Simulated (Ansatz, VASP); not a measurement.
# BN: VASP beside Ansatz

```
B N
1.0
     2.62156    0.00000    0.00000
     0.00000    2.50142    3.60000
     0.00000   -2.50142    3.60000
B N
4 4
Direct
  0.98917 0.48281 0.98281
  0.01083 0.98281 0.48281
  0.50000 0.05118 0.05118
  0.50000 0.55118 0.55118
  0.00000 0.09083 0.09083
  0.00000 0.59083 0.59083
  0.42944 0.62518 0.12518
  0.57056 0.12518 0.62518
```

Alike in both runs: task relaxation of cell and atoms; functional PBE; k mesh 6 × 4 × 4; occupations gaussian, width 0.1 eV; no spin polarisation.

|  | VASP | Ansatz |
| --- | --- | --- |
| version | VASP 6.6.1 | Ansatz 0.2.0 |
| potentials or method | VASP PAW PBE potentials, release 64 (B, N), cutoff 600 eV | scalar-relativistic, plane waves, PAW |
| valence electrons in the cell | 32 | 32 |

|  | VASP | Ansatz | Ansatz less VASP |
| --- | --- | --- | --- |
| gap on the k mesh at the Fermi level, each at its own relaxed structure (eV) | 4.44 | 4.46 | +0.018 |
| relaxed volume (Å³/atom) | 5.95 | 5.95 | -0.001 |
| relaxed length of the cell vector where the two differ most in proportion (Å) | 2.563 | 2.563 | 0.0000 |
